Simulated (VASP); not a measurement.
# PbO2 (P4_2/mnm) in VASP: relaxation of cell and atoms with r2SCAN

Aim: the relaxation of cell and atoms of PbO2 with r2SCAN.

Program: VASP 6.6.1. These are calculated values, not measurements. Logs are shortened: lines on timing, memory, paths and dates and some standing lists are left out, and cuts for length are marked.

### Step 1. The cell of the first run

It takes space group P4_2/mnm (No. 136, tetragonal). Conventional cell: a = 4.958 Å, b = 4.958 Å, c = 3.388 Å, α = 90.00°, β = 90.00°, γ = 90.00°. Pb (site symmetry mmm) has 6 O at 2.15 to 2.17 Å within 2.9 Å. Within 2.9 Å of O (site symmetry m2m) lie 3 Pb at 2.15 to 2.17 Å and 1 O at 2.70 Å.

### Step 2. Relaxation of cell and atoms, r2SCAN

File POSCAR:

```
PbO2
1.0
    4.9577000000      0.0000000000      0.0000000000
    0.0000000000      4.9577000000      0.0000000000
    0.0000000000      0.0000000000      3.3879000000
Pb O
2 4
Direct
    0.0000000000      0.0000000000      0.0000000000
    0.5000000000      0.5000000000      0.5000000000
    0.3072000000      0.3072000000      0.0000000000
    0.1928000000      0.8072000000      0.5000000000
    0.6928000000      0.6928000000      0.0000000000
    0.8072000000      0.1928000000      0.5000000000
```

File INCAR.step1:

```
  PREC = Accurate
  ENCUT = 600
  ISMEAR = -1
  SIGMA = 0.1
  LREAL = F
  LASPH = T
  NELM = 100
  GGA = PE
  ALGO = Normal
  EDIFF = 1E-4
  LWAVE = T
  LCHARG = F
```

File INCAR.step2:

```
  PREC = Accurate
  ENCUT = 600
  EDIFF = 1E-7
  ISMEAR = -1
  SIGMA = 0.1
  LREAL = F
  LASPH = T
  NELM = 100
  ALGO = Normal
  ISIF = 3
  LWAVE = F
  LCHARG = F
  METAGGA = R2SCAN
  LMIXTAU = T
  IBRION = 2
  NSW = 80
  EDIFFG = -0.01
  ISTART = 1
```

File KPOINTS:

```
Automatic mesh
0
Gamma
  7 7 9
```

Potentials or basis: VASP PAW PBE potentials, release 64 (Pb_d, O).

Started as:

```console
$ cat potpaw_PBE.64/Pb_d/POTCAR potpaw_PBE.64/O/POTCAR > POTCAR
$ cp INCAR.step1 INCAR
$ mpirun -np 1 vasp_std > vasp.out
$ cp INCAR.step2 INCAR
$ mpirun -np 1 vasp_std > vasp.out
```

OUTCAR:

```text
PREC = Accurate
   ENCUT = 600
   EDIFF = 1E-7
   ISMEAR = -1
   LREAL = F
   LASPH = T
   NELM = 100
   ISIF = 3
   METAGGA = R2SCAN
   IBRION = 2
   NSW = 80
   EDIFFG = -0.01
   ISTART = 1

 ion  position               nearest neighbor table
   1  0.000  0.000  0.000-   3 2.15   5 2.15   4 2.17   6 2.17   4 2.17   6 2.17   2 3.89   2 3.89
                             2 3.89   2 3.89   2 3.89   2 3.89   2 3.89   2 3.89
   2  0.500  0.500  0.500-   4 2.15   6 2.15   5 2.17   3 2.17   3 2.17   5 2.17   1 3.89   1 3.89
                             1 3.89   1 3.89   1 3.89   1 3.89   1 3.89   1 3.89
   3  0.307  0.307  0.000-   1 2.15   2 2.17   2 2.17
   4  0.193  0.807  0.500-   2 2.15   1 2.17   1 2.17
   5  0.693  0.693  0.000-   1 2.15   2 2.17   2 2.17
   6  0.807  0.193  0.500-   2 2.15   1 2.17   1 2.17

  LATTYP: Found a simple tetragonal cell.
 ALAT       =     4.9577000000
 C/A-ratio  =     0.6833612361

  Lattice vectors:

 A1 = (   4.9577000000,   0.0000000000,   0.0000000000)
 A2 = (   0.0000000000,   4.9577000000,   0.0000000000)
 A3 = (   0.0000000000,   0.0000000000,   3.3879000000)

Analysis of symmetry for initial positions (statically):
=====================================================================
 Subroutine PRICEL returns:
 Original cell was already a primitive cell.

 Routine SETGRP: Setting up the symmetry group for a
 simple tetragonal supercell.

 Subroutine GETGRP returns: Found 16 space group operations
 (whereof  8 operations were pure point group operations)
 out of a pool of 16 trial point group operations.

The static configuration has the point symmetry D_2h.
 The point group associated with its full space group is D_4h.

Analysis of symmetry for dynamics (positions and initial velocities):
=====================================================================
 Subroutine PRICEL returns:
 Original cell was already a primitive cell.

 Routine SETGRP: Setting up the symmetry group for a
 simple tetragonal supercell.

 Subroutine GETGRP returns: Found 16 space group operations
 (whereof  8 operations were pure point group operations)
 out of a pool of 16 trial point group operations.

The dynamic configuration has the point symmetry D_2h.
 The point group associated with its full space group is D_4h.

 Subroutine INISYM returns: Found 16 space group operations
 (whereof  8 operations are pure point group operations),
 and found     1 'primitive' translations

----------------------------------------------------------------------------------------

                                     Primitive cell

  volume of cell :      83.2705

  direct lattice vectors                    reciprocal lattice vectors
     4.957700000  0.000000000  0.000000000     0.201706436  0.000000000  0.000000000
     0.000000000  4.957700000  0.000000000     0.000000000  0.201706436  0.000000000
     0.000000000  0.000000000  3.387900000     0.000000000  0.000000000  0.295168098

  length of vectors
     4.957700000  4.957700000  3.387900000     0.201706436  0.201706436  0.295168098

  position of ions in fractional coordinates (direct lattice)
     0.000000000  0.000000000  0.000000000
     0.500000000  0.500000000  0.500000000
     0.307200000  0.307200000  0.000000000
     0.192800000  0.807200000  0.500000000
     0.692800000  0.692800000  0.000000000
     0.807200000  0.192800000  0.500000000

  ion indices of the primitive-cell ions
   primitive index   ion index
                 1           1
                 2           2
                 3           3
                 4           4
                 5           5
                 6           6

----------------------------------------------------------------------------------------

 KPOINTS: Automatic mesh

Automatic generation of k-mesh.
 Grid dimensions read from file:
 generate k-points for:    7    7    9

 Generating k-lattice:

  Cartesian coordinates                     Fractional coordinates (reciprocal lattice)
     0.028815205  0.000000000  0.000000000     0.142857143  0.000000000  0.000000000
     0.000000000  0.028815205  0.000000000     0.000000000  0.142857143  0.000000000
     0.000000000  0.000000000  0.032796455     0.000000000  0.000000000  0.111111111

  Length of vectors
     0.028815205  0.028815205  0.032796455

  Shift w.r.t. Gamma in fractional coordinates (k-lattice)
     0.000000000  0.000000000  0.000000000

 Subroutine IBZKPT returns following result:
 ===========================================

 Found     50 irreducible k-points:

 Following reciprocal coordinates:
            Coordinates               Weight
  0.000000  0.000000  0.000000      1.000000
  0.142857  0.000000  0.000000      4.000000
  0.285714  0.000000  0.000000      4.000000
  0.428571  0.000000  0.000000      4.000000
  0.142857  0.142857  0.000000      4.000000
  0.285714  0.142857  0.000000      8.000000
[... 16 lines left out ...]
  0.285714  0.000000  0.222222      8.000000
  0.428571  0.000000  0.222222      8.000000
 [... further k-points ...]
   k-points           NKPTS =     50   k-points in BZ     NKDIM =     50   number of bands    NBANDS=     31
   number of dos      NEDOS =    301   number of ions     NIONS =      6
   total plane-waves  NPLWV =  44800
   dimension x,y,z NGX =    40 NGY =   40 NGZ =   28
   dimension x,y,z NGXF=    80 NGYF=   80 NGZF=   56
   ions per type =               2   4
   NGX,Y,Z   is equivalent  to a cutoff of  13.41, 13.41, 13.74 a.u.
   NGXF,Y,Z  is equivalent  to a cutoff of  26.83, 26.83, 27.48 a.u.
 SYSTEM =  unknown system
   PREC   = accura    normal or accurate (medium, high low for compatibility)
   ISTART =      1    job   : 0-new  1-cont  2-samecut
   ICHARG =      0    charge: 1-file 2-atom 10-const
   ISPIN  =      1    spin polarized calculation?
   LNONCOLLINEAR =      F non collinear calculations
   LSORBIT =      F    spin-orbit coupling
   LASPH  =      T    aspherical Exc in radial PAW
   ENCUT  =  600.0 eV  44.10 Ry    6.64 a.u.   9.90  9.90  6.77*2*pi/ulx,y,z
   NELM   =    100;   NELMIN=  2; NELMDL=  0     # of ELM steps
   EDIFF  = 0.1E-06   stopping-criterion for ELM
   LREAL  =      F    real-space projection
   EDIFFG = -.1E-01   stopping-criterion for IOM
   NSW    =     80    number of steps for IOM
   IBRION =      2    ionic relax: 0-MD 1-quasi-New 2-CG
   NFREE  =      1    steps in history (QN), initial steepest desc. (CG)
   ISIF   =      3    stress and relaxation
   ISYM   =      2    0-nonsym 1-usesym 2-fastsym
   POTIM  = 0.5000    time-step for ionic-motion
   TEBEG  =    0.0;   TEEND  =   0.0 temperature during run
   PSTRESS=    0.0 pullay stress
   NELECT =      52.0000    total number of electrons
   NUPDOWN=      -1.0000    fix difference up-down
   EMIN   =  10.00;   EMAX   =-10.00  energy-range for DOS
   EFERMI =   0.00;   METHOD = LEGACY
   ISMEAR =    -1;   SIGMA  =   0.10  broadening in eV -4-tet -1-fermi 0-gaus
   EFERMI_NEDOS =   21; number of points for ismear=-14 and -15
   IALGO  =     38    algorithm
   IMIX   =      4    mixing-type and parameters
     AMIX     =   0.40;   BMIX     =  1.00
     AMIX_MAG =   1.60;   BMIX_MAG =  1.00
  volume/ion in A,a.u.               =      13.88        93.66
  Fermi-wavevector in a.u.,A,eV,Ry     =   1.399305  2.644302 26.640933  1.958053
  Thomas-Fermi vector in A             =   2.522377
   LORBIT       =      0    0 simple, 1 ext, 2 COOP (PROOUT), +10 PAW based schemes
   METAGGA = R2SCAN    functional components
   LHFCALC =     F    Hartree Fock is set to
   AEXX    =    0.0000 exact exchange contribution
   IVDW    =     0    specifies the selected vdW correction
   LEPSILON=     F    determine dielectric tensor
   LRPA    =     F    only Hartree local field effects (RPA)
 conjugate gradient relaxation of ions
 non-spin polarized calculation
  energy-cutoff  :      600.00
  volume of cell :       83.27
 maximum number of plane-waves:      2804
 NGX is ok and might be reduce to    40
   NGX = 19   NGY = 19   NGZ = 13

--------------------------------------- Ionic step        1  -------------------------------------------

 number of electron      52.0000013 magnetization

 Free energy of the ion-electron system (eV)
  ---------------------------------------------------
  ext. energy  EPLUGINS =         0.00000000
  ---------------------------------------------------
  free energy    TOTEN  =      -142.25478060 eV

  energy without entropy =     -142.24428724  energy(sigma->0) =     -142.24953392

------------------------ aborting loop because EDIFF is reached ----------------------------------------

  FORCE on cell =-STRESS in cart. coord.  units (eV):
  Direction    XX          YY          ZZ          XY          YZ          ZX
  --------------------------------------------------------------------------------------
  -------------------------------------------------------------------------------------
  Total        1.5487351      1.5487351      2.1430531     -0.0000000      0.0000000      0.0000000
  in kB       29.7986549     29.7986549     41.2337137     -0.0000000      0.0000000      0.0000000
  external PRESSURE =      33.6103411 kB  Pullay stress =       0.0000000 kB
[... 145 lines left out ...]
  energy  without entropy=     -142.2605326435  energy(sigma->0) =     -142.26694709

--------------------------------------- Ionic step        5  -------------------------------------------

 number of electron      52.0000008 magnetization

 Free energy of the ion-electron system (eV)
  ---------------------------------------------------
  ext. energy  EPLUGINS =         0.00000000
  ---------------------------------------------------
  free energy    TOTEN  =      -142.27343014 eV

  energy without entropy =     -142.26064028  energy(sigma->0) =     -142.26703521

 E-fermi :   3.9729     XC(G=0): -11.3341

 val. band max:        3.8700360761   @ k =   0.1429   0.0000   0.0000
 cond. band min:       4.1195572913   @ k =   0.0000   0.0000   0.1111
 fundamental gap:      0.2495212153
 Fermi energy:         3.9729090539

 k-point     1 :       0.0000    0.0000    0.0000
  band No.  band energies     occupation
      1     -15.3652      2.00000
      2     -15.2164      2.00000
      3     -13.7018      2.00000
      4     -13.7018      2.00000
      5     -12.1743      2.00000
      6     -11.9378      2.00000
[... 805 lines left out ...]
     30      12.1313      0.00000
     31      13.1104      0.00000

 [... further k-points ...]

------------------------ aborting loop because EDIFF is reached ----------------------------------------

  FORCE on cell =-STRESS in cart. coord.  units (eV):
  Direction    XX          YY          ZZ          XY          YZ          ZX
  --------------------------------------------------------------------------------------
  -------------------------------------------------------------------------------------
  Total        0.0404879      0.0404879      0.0097232      0.0000000      0.0000000      0.0000000
  in kB        0.7629837      0.7629837      0.1832316      0.0000000      0.0000000      0.0000000
  external PRESSURE =       0.5697330 kB  Pullay stress =       0.0000000 kB
[... 21 lines left out ...]
  FREE ENERGIE OF THE ION-ELECTRON SYSTEM (eV)
  ---------------------------------------------------
  free  energy   TOTEN  =      -142.2734301401 eV

  energy  without entropy=     -142.2606402797  energy(sigma->0) =     -142.26703521

 reached required accuracy - stopping structural energy minimisation
```

Run time: 33 min. Hardware: 1 thread of Oxide Virtual Turin-like, shared host; peak memory 0.28 GiB.

What came out:

```yaml
Free_energy: -142.2734 eV
Relaxed_volume: 14.17 Å³/atom
Relaxed_cell: a = 4.989 Å, b = 4.989 Å, c = 3.416 Å, α = 90.00°, β = 90.00°, γ = 90.00°
Space_group_after_relaxing_to_0.1_Å: P4_2/mnm (No. 136)
Energy_gained_by_relaxing: 3.1 meV/atom
Ionic_steps: 5
Pressure_after_relaxing: 0.1 GPa
Largest_force_after_relaxing: 0.006 eV/Å
Band_gap_on_the_k_mesh: 0.08 eV (least direct gap 0.14 eV)
```

Forces on the atoms (eV/Å):
```
Pb   0.000  0.000  0.000
Pb   0.000  0.000  0.000
O    0.004  0.004  0.000
O   -0.004  0.004  0.000
O   -0.004 -0.004  0.000
O    0.004 -0.004  0.000
```

The path:
```
step  energy change (eV)  largest force (eV/Å)  pressure (GPa)  volume (Å³)
   1              0.0000                0.0507            3.36        83.27
   2             -0.0007                0.0822           -2.99        86.83
   3             -0.0186                0.0210            0.00        85.03
   4             -0.0186                0.0197            0.07        85.00
   5             -0.0186                0.0063            0.06        85.02
```

Final structure:
```yaml
crystal:
  lattice:
    - [4.98908, 0.00000, 0.00000]
    - [0.00000, 4.98908, 0.00000]
    - [0.00000, 0.00000, 3.41570]
  atoms:
    - { symbol: Pb, position: [0.00000, 0.00000, 0.00000] }
    - { symbol: Pb, position: [0.50000, 0.50000, 0.50000] }
    - { symbol: O, position: [0.30715, 0.30715, 0.00000] }
    - { symbol: O, position: [0.19285, 0.80715, 0.50000] }
    - { symbol: O, position: [0.69285, 0.69285, 0.00000] }
    - { symbol: O, position: [0.80715, 0.19285, 0.50000] }
```

Caveat: the smearing spreads over this small gap; the PAW data sets were made with another functional, which shifts forces and pressure a little; spin-orbit coupling is left out, which moves the levels of the heavy elements.

The gap in the log of VASP goes by the Fermi energy; the results here count the filled bands.